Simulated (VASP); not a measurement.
The system is AlAs.

```
CELL_PARAMETERS angstrom
0.00000 2.86416 2.86416
2.86416 0.00000 2.86416
2.86416 2.86416 0.00000
ATOMIC_POSITIONS crystal
Al 0.00000 0.00000 0.00000
As 0.25000 0.25000 0.25000
```

* Program: VASP 6.6.1
* Task: relaxation of cell and atoms
* Functional: LDA
* Potentials or basis: VASP PAW LDA potentials, release 64 (Al, As)
* Cutoff: 500 eV
* k mesh: 8 × 8 × 8
* Occupations: fermi-dirac, width 0.02 eV
* Spin: no spin polarisation

At the start: pressure -3.3 GPa; volume 23.50 Å³/atom.

How do energy, volume and symmetry change on relaxing?

Over 3 steps the energy falls by 11.7 meV/atom and the volume is 22.40 Å³/atom (-4.7 %); space group F-43m (No. 216, to 0.05 Å).

Step by step:
| step | energy change (eV) | largest force (eV/Å) | pressure (GPa) | volume (Å³) |
| --- | --- | --- | --- | --- |
| 1 | 0.0000 | 0.0000 | -3.27 | 46.99 |
| 2 | -0.0179 | 0.0000 | 1.78 | 43.80 |
| 3 | -0.0233 | 0.0000 | -0.01 | 44.80 |

Final structure:
```xyz
2
Lattice="0.0000 2.8189 2.8189 2.8189 0.0000 2.8189 2.8189 2.8189 0.0000" Properties=species:S:1:pos:R:3 pbc="T T T"
Al    0.0000    0.0000    0.0000
As    1.4094    1.4094    1.4094
```
